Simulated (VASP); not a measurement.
# Fe (Pm-3m) in VASP: notebook

The runs below take Fe through single point, with PBE.

Program: VASP 6.6.1. These are calculated values, not measurements. Logs are shortened: lines on timing, memory, paths and dates and some standing lists are left out, and cuts for length are marked.

### Step 1. The cell of the first run

Symmetry: Pm-3m, No. 221, cubic system. The conventional cell has a = 2.434 Å, b = 2.434 Å, c = 2.434 Å, α = 90.00°, β = 90.00°, γ = 90.00°. Within 3.2 Å of Fe (site symmetry m-3m) lie 6 Fe at 2.43 Å.

This isn't the form of Fe at room conditions, which is bcc.

### Step 2. Single point, PBE, collinear spin, antiferromagnetic start (14.43 Å³/atom)

INCAR reads:

```
PREC = Accurate
ENCUT = 600
EDIFF = 1E-6
ISMEAR = -1
SIGMA = 0.05
LREAL = False
LASPH = True
NELM = 200
ALGO = Normal
ISIF = 2
LWAVE = False
LCHARG = False
ISPIN = 2
MAGMOM = 2.14 -2.14
LORBIT = 11
LMAXMIX = 4
GGA = PE
NBANDS = 19
GGA_COMPAT = False
```

KPOINTS reads:

```
Automatic mesh
0
Gamma
  13 13 13
```

POSCAR reads:

```
Fe
1.0
    0.0000000000      2.4342995454      2.4342995454
    2.4342995454      0.0000000000      2.4342995454
    2.4342995454      2.4342995454      0.0000000000
Fe
2
Direct
    0.0000000000      0.0000000000      0.0000000000
    0.5000000000      0.5000000000      0.5000000000
```

Potentials or basis: VASP PAW PBE potentials, release 64 (Fe).

Run with:

```console
$ cat potpaw_PBE.64/Fe/POTCAR > POTCAR
$ mpirun -np 1 vasp_std > vasp.out
```

OUTCAR:

```text
PREC = Accurate
   ENCUT = 600
   EDIFF = 1E-6
   ISMEAR = -1
   LREAL = False
   LASPH = True
   NELM = 200
   ISIF = 2
   ISPIN = 2
   LORBIT = 11
   GGA = PE

 ion  position               nearest neighbor table
   1  0.000  0.000  0.000-   2 2.43   2 2.43   2 2.43   2 2.43   2 2.43   2 2.43
   2  0.500  0.500  0.500-   1 2.43   1 2.43   1 2.43   1 2.43   1 2.43   1 2.43

  LATTYP: Found a face centered cubic cell.
 ALAT       =     4.8685990908

  Lattice vectors:

 A1 = (   0.0000000000,   2.4342995454,   2.4342995454)
 A2 = (   2.4342995454,   0.0000000000,   2.4342995454)
 A3 = (   2.4342995454,   2.4342995454,   0.0000000000)

Analysis of symmetry for initial positions (statically):
=====================================================================
 Subroutine PRICEL returns following result:

  LATTYP: Found a simple cubic cell.
 ALAT       =     2.4342995454

  Lattice vectors:

 A1 = (  -2.4342995454,   0.0000000000,   0.0000000000)
 A2 = (   0.0000000000,   0.0000000000,   2.4342995454)
 A3 = (   0.0000000000,   2.4342995454,   0.0000000000)

   2 primitive cells build up your supercell.

 Routine SETGRP: Setting up the symmetry group for a
 face centered cubic supercell.

 Subroutine GETGRP returns: Found 48 space group operations
 (whereof 48 operations were pure point group operations)
 out of a pool of 48 trial point group operations.

The static configuration has the point symmetry O_h .

Analysis of symmetry for dynamics (positions and initial velocities):
=====================================================================
 Subroutine PRICEL returns following result:

  LATTYP: Found a simple cubic cell.
 ALAT       =     2.4342995454

  Lattice vectors:

 A1 = (  -2.4342995454,   0.0000000000,   0.0000000000)
 A2 = (   0.0000000000,   0.0000000000,   2.4342995454)
 A3 = (   0.0000000000,   2.4342995454,   0.0000000000)

   2 primitive cells build up your supercell.

 Routine SETGRP: Setting up the symmetry group for a
 face centered cubic supercell.

 Subroutine GETGRP returns: Found 48 space group operations
 (whereof 48 operations were pure point group operations)
 out of a pool of 48 trial point group operations.

The dynamic configuration has the point symmetry O_h .

Analysis of structural, dynamic, and magnetic symmetry:
=====================================================================
 Subroutine PRICEL returns following result:

  LATTYP: Found a simple cubic cell.
 ALAT       =     2.4342995454

  Lattice vectors:

 A1 = (  -2.4342995454,   0.0000000000,   0.0000000000)
 A2 = (   0.0000000000,   0.0000000000,   2.4342995454)
 A3 = (   0.0000000000,   2.4342995454,   0.0000000000)

   2 primitive cells build up your supercell.

 Routine SETGRP: Setting up the symmetry group for a
 face centered cubic supercell.

 Subroutine GETGRP returns: Found 48 space group operations
 (whereof 48 operations were pure point group operations)
 out of a pool of 48 trial point group operations.

The overall configuration has the point symmetry O_h .

 Subroutine INISYM returns: Found 48 space group operations
 (whereof 48 operations are pure point group operations),
 and found     2 'primitive' translations

----------------------------------------------------------------------------------------

                                     Primitive cell

  volume of cell :      14.4252

  direct lattice vectors                    reciprocal lattice vectors
    -2.434299545  0.000000000  0.000000000    -0.410795788  0.000000000  0.000000000
     0.000000000  0.000000000  2.434299545     0.000000000  0.000000000  0.410795788
     0.000000000  2.434299545  0.000000000     0.000000000  0.410795788  0.000000000

  length of vectors
     2.434299545  2.434299545  2.434299545     0.410795788  0.410795788  0.410795788

  position of ions in fractional coordinates (direct lattice)
     0.000000000  0.000000000  0.000000000

  ion indices of the primitive-cell ions
   primitive index   ion index
                 1           1

----------------------------------------------------------------------------------------

 KPOINTS: Automatic mesh

Automatic generation of k-mesh.
 Grid dimensions read from file:
 generate k-points for:   13   13   13

 Generating k-lattice:

  Cartesian coordinates                     Fractional coordinates (reciprocal lattice)
    -0.015799838  0.015799838  0.015799838     0.076923077  0.000000000  0.000000000
     0.015799838 -0.015799838  0.015799838     0.000000000  0.076923077  0.000000000
     0.015799838  0.015799838 -0.015799838     0.000000000  0.000000000  0.076923077

  Length of vectors
     0.027366122  0.027366122  0.027366122

  Shift w.r.t. Gamma in fractional coordinates (k-lattice)
     0.000000000  0.000000000  0.000000000

 Subroutine IBZKPT returns following result:
 ===========================================

 Found     84 irreducible k-points:

 Following reciprocal coordinates:
            Coordinates               Weight
  0.000000  0.000000  0.000000      1.000000
  0.076923  0.000000  0.000000      8.000000
  0.153846  0.000000  0.000000      8.000000
  0.230769  0.000000  0.000000      8.000000
  0.307692  0.000000  0.000000      8.000000
  0.384615  0.000000  0.000000      8.000000
[... 16 lines left out ...]
  0.384615  0.153846  0.000000     24.000000
  0.461538  0.153846  0.000000     24.000000
 [... further k-points ...]
   k-points           NKPTS =     84   k-points in BZ     NKDIM =     84   number of bands    NBANDS=     19
   number of dos      NEDOS =    301   number of ions     NIONS =      2
   total plane-waves  NPLWV =  21952
   dimension x,y,z NGX =    28 NGY =   28 NGZ =   28
   dimension x,y,z NGXF=    56 NGYF=   56 NGZF=   56
   ions per type =               2
   NGX,Y,Z   is equivalent  to a cutoff of  13.52, 13.52, 13.52 a.u.
   NGXF,Y,Z  is equivalent  to a cutoff of  27.04, 27.04, 27.04 a.u.
 SYSTEM =  unknown system
   PREC   = accura    normal or accurate (medium, high low for compatibility)
   ISTART =      0    job   : 0-new  1-cont  2-samecut
   ICHARG =      2    charge: 1-file 2-atom 10-const
   ISPIN  =      2    spin polarized calculation?
   LNONCOLLINEAR =      F non collinear calculations
   LSORBIT =      F    spin-orbit coupling
   LASPH  =      T    aspherical Exc in radial PAW
   ENCUT  =  600.0 eV  44.10 Ry    6.64 a.u.   6.88  6.88  6.88*2*pi/ulx,y,z
   NELM   =    200;   NELMIN=  2; NELMDL= -5     # of ELM steps
   EDIFF  = 0.1E-05   stopping-criterion for ELM
   LREAL  =      F    real-space projection
   EDIFFG = 0.1E-04   stopping-criterion for IOM
   NSW    =      0    number of steps for IOM
   IBRION =     -1    ionic relax: 0-MD 1-quasi-New 2-CG
   NFREE  =      0    steps in history (QN), initial steepest desc. (CG)
   ISIF   =      2    stress and relaxation
   ISYM   =      2    0-nonsym 1-usesym 2-fastsym
   POTIM  = 0.5000    time-step for ionic-motion
   TEBEG  =    0.0;   TEEND  =   0.0 temperature during run
   PSTRESS=    0.0 pullay stress
   NELECT =      16.0000    total number of electrons
   NUPDOWN=      -1.0000    fix difference up-down
   EMIN   =  10.00;   EMAX   =-10.00  energy-range for DOS
   EFERMI =   0.00;   METHOD = LEGACY
   ISMEAR =    -1;   SIGMA  =   0.05  broadening in eV -4-tet -1-fermi 0-gaus
   EFERMI_NEDOS =   21; number of points for ismear=-14 and -15
   IALGO  =     38    algorithm
   IMIX   =      4    mixing-type and parameters
     AMIX     =   0.40;   BMIX     =  1.00
     AMIX_MAG =   1.60;   BMIX_MAG =  1.00
  volume/ion in A,a.u.               =      14.43        97.35
  Fermi-wavevector in a.u.,A,eV,Ry     =   1.345026  2.541731 24.614246  1.809096
  Thomas-Fermi vector in A             =   2.472973
   LORBIT       =     11    0 simple, 1 ext, 2 COOP (PROOUT), +10 PAW based schemes
   GGA     = PE    functional components
   LHFCALC =     F    Hartree Fock is set to
   AEXX    =    0.0000 exact exchange contribution
   IVDW    =     0    specifies the selected vdW correction
   LEPSILON=     F    determine dielectric tensor
   LRPA    =     F    only Hartree local field effects (RPA)
 spin polarized calculation
  energy-cutoff  :      600.00
  volume of cell :       28.85
 maximum number of plane-waves:       974
   NGX = 13   NGY = 13   NGZ = 13

 number of electron      16.0000008 magnetization       0.0000000

 number of electron      16.0000008 magnetization      -0.0000000

 Free energy of the ion-electron system (eV)
  ---------------------------------------------------
  ext. energy  EPLUGINS =         0.00000000
  ---------------------------------------------------
  free energy    TOTEN  =       -14.26628651 eV

  energy without entropy =      -14.23506048  energy(sigma->0) =      -14.25067349

 E-fermi :   4.3384     XC(G=0): -11.7401

 val. band max:        4.3363486180   @ k =  -0.2308   0.2308   0.0000
 cond. band min:       4.3473238943   @ k =  -0.2308   0.2308   0.0769
 fundamental gap:      0.0109752763
 Fermi energy:         4.3383606219

 spin component 1

 k-point     1 :       0.0000    0.0000    0.0000
  band No.  band energies     occupation
      1      -3.2819      1.00000
      2       0.7870      1.00000
      3       0.7873      1.00000
      4       0.8287      1.00000
      5       0.8287      1.00000
      6       0.8289      1.00000
[... 11 lines left out ...]
     18      19.9466      0.00000
     19      22.0046      0.00000

 k-point     2 :       0.0769    0.0000    0.0000
  band No.  band energies     occupation
      1      -3.1596      1.00000
      2       0.8201      1.00000
      3       0.8232      1.00000
      4       0.8235      1.00000
      5       0.8709      1.00000
      6       0.8711      1.00000
[... 11 lines left out ...]
     18      20.9010      0.00000
     19      21.3992      0.00000

 k-point     3 :       0.1538    0.0000    0.0000
  band No.  band energies     occupation
      1      -2.7980      1.00000
      2       0.7996      1.00000
      3       0.9210      1.00000
      4       0.9212      1.00000
      5       1.0018      1.00000
      6       1.0019      1.00000
[... 434 lines left out ...]
      1      -0.8611      1.00000
      2       0.5704      1.00000
      3       1.2553      1.00000
      4       1.3742      1.00000
      5       1.6911      1.00000
      6       1.9114      1.00000
[... 11 lines left out ...]
     18      21.3603      0.00000
     19      22.3364      0.00000

 k-point    24 :       0.4615    0.1538    0.0000
  band No.  band energies     occupation
      1      -0.1334      1.00000
      2       0.6613      1.00000
      3       1.3960      1.00000
      4       1.4342      1.00000
      5       1.8821      1.00000
      6       2.2735      1.00000
[... 11 lines left out ...]
     18      20.9562      0.00000
     19      22.8573      0.00000

 [... further k-points ...]

 spin component 2

 k-point     1 :       0.0000    0.0000    0.0000
  band No.  band energies     occupation
      1      -3.2819      1.00000
      2       0.7870      1.00000
      3       0.7873      1.00000
      4       0.8287      1.00000
      5       0.8287      1.00000
      6       0.8289      1.00000
[... 11 lines left out ...]
     18      19.9466      0.00000
     19      22.0046      0.00000

 k-point     2 :       0.0769    0.0000    0.0000
  band No.  band energies     occupation
      1      -3.1596      1.00000
      2       0.8201      1.00000
      3       0.8232      1.00000
      4       0.8235      1.00000
      5       0.8709      1.00000
      6       0.8711      1.00000
[... 11 lines left out ...]
     18      20.9010      0.00000
     19      21.3992      0.00000

 k-point     3 :       0.1538    0.0000    0.0000
  band No.  band energies     occupation
      1      -2.7980      1.00000
      2       0.7996      1.00000
      3       0.9210      1.00000
      4       0.9212      1.00000
      5       1.0018      1.00000
      6       1.0019      1.00000
[... 434 lines left out ...]
      1      -0.8611      1.00000
      2       0.5704      1.00000
      3       1.2553      1.00000
      4       1.3742      1.00000
      5       1.6911      1.00000
      6       1.9114      1.00000
[... 11 lines left out ...]
     18      21.3603      0.00000
     19      22.3364      0.00000

 k-point    24 :       0.4615    0.1538    0.0000
  band No.  band energies     occupation
      1      -0.1334      1.00000
      2       0.6613      1.00000
      3       1.3960      1.00000
      4       1.4342      1.00000
      5       1.8821      1.00000
      6       2.2735      1.00000
[... 11 lines left out ...]
     18      20.9562      0.00000
     19      22.8573      0.00000

 [... further k-points ...]

------------------------ aborting loop because EDIFF is reached ----------------------------------------

  FORCE on cell =-STRESS in cart. coord.  units (eV):
  Direction    XX          YY          ZZ          XY          YZ          ZX
  --------------------------------------------------------------------------------------
  -------------------------------------------------------------------------------------
  Total       -1.2129313     -1.2129313     -1.2129313     -0.0000000     -0.0000000      0.0000000
  in kB      -67.3588607    -67.3588607    -67.3588607     -0.0000000     -0.0000000      0.0000000
  external PRESSURE =     -67.3588607 kB  Pullay stress =       0.0000000 kB

 VOLUME and BASIS-vectors are now :
 -----------------------------------------------------------------------------
  energy-cutoff  :      600.00
  volume of cell :       28.85
      direct lattice vectors                 reciprocal lattice vectors
     0.000000000  2.434299545  2.434299545    -0.205397894  0.205397894  0.205397894
     2.434299545  0.000000000  2.434299545     0.205397894 -0.205397894  0.205397894
     2.434299545  2.434299545  0.000000000     0.205397894  0.205397894 -0.205397894

 POSITION                                       TOTAL-FORCE (eV/Angst)
 -----------------------------------------------------------------------------------
      0.00000      0.00000      0.00000        -0.000000     -0.000000     -0.000000
      2.43430      2.43430      2.43430         0.000000      0.000000      0.000000
 -----------------------------------------------------------------------------------
    total drift:                                0.000000      0.000000      0.000000

  FREE ENERGIE OF THE ION-ELECTRON SYSTEM (eV)
  ---------------------------------------------------
  free  energy   TOTEN  =       -14.2662865056 eV

  energy  without entropy=      -14.2350604834  energy(sigma->0) =      -14.25067349

 total charge

# of ion       s       p       d       tot
------------------------------------------
    1        0.484   0.409   6.137   7.029
    2        0.484   0.409   6.137   7.029
--------------------------------------------------
tot          0.967   0.817  12.273  14.058

 magnetization (x)

# of ion       s       p       d       tot
------------------------------------------
    1        0.062   0.033   2.347   2.442
    2       -0.062  -0.033  -2.347  -2.442
--------------------------------------------------
tot          0.000   0.000  -0.000  -0.000
```

Run time: 1.7 min. Hardware: 1 thread of Intel Xeon 6975P-C, shared host; peak memory 0.22 GiB.

What came out:

```
Free energy                                           : -14.2663 eV
Pressure                                              : -6.7 GPa
Band gap on the k mesh                                : zero (filled and empty bands overlap)
Net moment                                            : 0.00 μB per cell
Site moments                                          : Fe +2.44, -2.44 μB
Valence electrons inside the program's atomic spheres : Fe 7.03
```

Levels at points of the mesh, in eV from the Fermi level:
Spin up:
| k point | band 5 | band 6 | band 7 | band 8 | band 9 | band 10 | band 11 | band 12 |
| --- | --- | --- | --- | --- | --- | --- | --- | --- |
| (0.00, 0.00, 0.00) | -3.51 | -3.51 | 0.63 | 0.63 | 0.63 | 1.13 | 1.13 | 10.75 |
Spin down:
```tsv
k point	band 5	band 6	band 7	band 8	band 9	band 10	band 11	band 12
(0.00, 0.00, 0.00)	-3.51	-3.51	0.63	0.63	0.63	1.13	1.13	10.75
```

Caveat: the cell stands under tension; the antiferromagnetic order is the one typed at the start, and another may lie lower.

### Step 3. Single point, PBE, collinear spin, antiferromagnetic start (14.96 Å³/atom)

This run uses another cell than the first one, of 14.96 Å³/atom.

INCAR reads:

```
ALGO     = Normal         # electronic algorithm
EDIFF    = 1E-6           # SCF threshold, eV
ENCUT    = 600            # plane-wave cutoff, eV
GGA      = PE             # functional
GGA_COMPAT= F            
ISIF     = 2              # what is computed and relaxed
ISMEAR   = -1             # smearing method
ISPIN    = 2              # spin polarisation
LASPH    = T              # aspherical terms in the spheres
LCHARG   = F              # write CHGCAR
LMAXMIX  = 4              # l up to which the mixer works
LORBIT   = 11             # projections on sites
LREAL    = F              # projectors in reciprocal space
LWAVE    = F              # write WAVECAR
MAGMOM   = 2.14 -2.14     # initial moments
NBANDS   = 19             # bands
NELM     = 200            # most SCF steps
PREC     = Accurate       # precision mode
SIGMA    = 0.05           # smearing width, eV
```

KPOINTS reads:

```
k-points
0
Gamma
  13 13 13
```

POSCAR reads:

```
Fe
1.0
    0.0000000000      2.4639890512      2.4639890512
    2.4639890512      0.0000000000      2.4639890512
    2.4639890512      2.4639890512      0.0000000000
Fe
2
Direct
    0.0000000000      0.0000000000      0.0000000000
    0.5000000000      0.5000000000      0.5000000000
```

Potentials or basis: VASP PAW PBE potentials, release 64 (Fe).

Run with:

```console
$ cat potpaw_PBE.64/Fe/POTCAR > POTCAR
$ mpirun -np 1 vasp_std > vasp.out
```

Run time: 95 s. Hardware: 1 thread of Intel Xeon 6975P-C, shared host; peak memory 0.23 GiB.

It converged, with:

```
Free energy                                           : -14.2134 eV
Pressure                                              : -9.2 GPa
Band gap on the k mesh                                : zero (filled and empty bands overlap)
Net moment                                            : 0.00 μB per cell
Site moments                                          : Fe +2.52, -2.52 μB
Valence electrons inside the program's atomic spheres : Fe 6.98
```

Levels at points of the mesh, in eV from the Fermi level:
Spin up:
| k point | band 5 | band 6 | band 7 | band 8 | band 9 | band 10 | band 11 | band 12 |
| --- | --- | --- | --- | --- | --- | --- | --- | --- |
| (0.00, 0.00, 0.00) | -3.45 | -3.45 | 0.63 | 0.63 | 0.63 | 1.04 | 1.04 | 10.39 |
Spin down:
```tsv
k point	band 4	band 5	band 6	band 7	band 8	band 9	band 10	band 11	band 12	band 13
(0.00, 0.00, 0.00)	-3.45	-3.45	-3.45	0.63	0.63	0.63	1.04	1.04	10.39	10.39
```

Caveat: the cell stands under tension; the antiferromagnetic order is the one typed at the start, and another may lie lower.
